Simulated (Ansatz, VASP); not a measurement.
# One calculation of H4C, two programs

```
CELL_PARAMETERS angstrom
8.21500 0.00000 0.00000
0.00000 8.21500 0.00000
0.00000 0.00000 8.21500
ATOMIC_POSITIONS crystal
C 0.44191 0.05318 0.20903
C 0.78845 0.62772 0.61085
C 0.37637 0.93215 0.88750
C 0.10115 0.65108 0.00578
C 0.41144 0.43972 0.95513
C 0.00610 0.20535 0.21483
C 0.71542 0.11331 0.80266
C 0.16844 0.73114 0.41280
H 0.52081 0.15821 0.19064
H 0.44847 0.01461 0.33577
H 0.48145 0.95388 0.13049
H 0.31690 0.08603 0.17923
H 0.85585 0.72267 0.67438
H 0.71677 0.55835 0.69827
H 0.87357 0.54673 0.54928
H 0.70762 0.68314 0.52146
H 0.50433 0.96478 0.89991
H 0.31104 0.96670 0.99765
H 0.36571 0.80124 0.86900
H 0.32438 0.99589 0.78343
H 0.15636 0.76588 0.04277
H 0.12984 0.55739 0.09518
H 0.14884 0.61524 0.88731
H 0.96957 0.66583 0.99786
H 0.51911 0.38561 0.01055
H 0.32741 0.47831 0.05023
H 0.35205 0.35022 0.87730
H 0.44717 0.54475 0.88243
H 0.97654 0.19084 0.34332
H 0.90317 0.16590 0.14105
H 0.11243 0.13174 0.18533
H 0.03226 0.33292 0.18961
H 0.79384 0.08882 0.69853
H 0.76406 0.21572 0.87153
H 0.71051 0.00603 0.88051
H 0.59327 0.14268 0.76009
H 0.10891 0.72730 0.53127
H 0.29472 0.76879 0.42796
H 0.10556 0.81781 0.33451
H 0.16457 0.61066 0.35745
```

Alike in both runs: task relaxation of the atoms; functional LDA; k mesh 1 × 1 × 1; occupations fermi-dirac, width 0.05 eV; no spin polarisation.

|  | VASP | Ansatz |
| --- | --- | --- |
| version | VASP 6.6.1 | Ansatz 0.2.0 |
| potentials or method | VASP PAW LDA potentials, release 64 (C, H), cutoff 520 eV | scalar-relativistic, plane waves, PAW |
| valence electrons in the cell | 64 | 64 |

VASP gave:

| Property | Result |
| --- | --- |
| gap on the k mesh at the Fermi level, each at its own relaxed structure (eV) | 6.76 |

Problem. Estimate Ansatz's values.

Solution. gap on the k mesh at the Fermi level, each at its own relaxed structure (eV): 6.67.

LDA's correlation is that of Perdew and Zunger in VASP and of Perdew and Wang (1992) in Ansatz.
